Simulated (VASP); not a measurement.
Write the native input for VASP 6.6.1 that does the following.

| Quantity | Value |
| --- | --- |
| Task | single point |
| Functional | LDA |
| Potentials or basis | VASP PAW LDA potentials, release 64 (V_sv, Re) |
| Cutoff | 520 eV |
| k mesh | 14 × 14 × 9 |
| Occupations | fermi-dirac, width 0.05 eV |
| Spin | no spin polarisation |
| Dipole correction | no |
| Further INCAR settings | ALGO = Normal; EDIFF = 1e-06; NBANDS = 17 |

The structure of VRe lies in POSCAR:

```
VRe
1.0
    1.3848214486     -1.9901959528      0.0000000000
    1.3848214486      1.9901959528      0.0000000000
    0.0000000000      0.0000000000      3.8134853281
V Re
1 1
Direct
    0.5000000000      0.5000000000      0.5000000000
    0.0000000000      0.0000000000      0.0000000000
```

These files were run (other wordings do the same):

INCAR

```
PREC = Accurate ; ENCUT = 520
EDIFF = 1E-6 ; ISMEAR = -1
SIGMA = 0.05 ; LREAL = F
LASPH = T ; NELM = 100
ALGO = Normal ; ISIF = 2
LWAVE = F ; LCHARG = F
NBANDS = 17
```

KPOINTS

```
Automatic mesh
0
Gamma
  14 14 9
```

Potentials or basis: VASP PAW LDA potentials, release 64 (V_sv, Re).

Run with:

```bash
$ cat potpaw_LDA.64/V_sv/POTCAR potpaw_LDA.64/Re/POTCAR > POTCAR
$ mpirun -np 1 vasp_std > vasp.out
```

Results of the run:

| Item | Value |
| --- | --- |
| Pressure | 136.3 GPa |
| Band gap on the k mesh | zero (band 10 reaches 16.07 eV, above the bottom of band 11 at 12.33 eV) |

Caveat: spin-orbit coupling is left out, which moves the levels of the heavy elements.

Wall time 54 s on 1 thread of Intel(R) Xeon(R) Platinum 8488C (Sapphire Rapids), with other jobs on the host, peak memory 0.21 GiB.
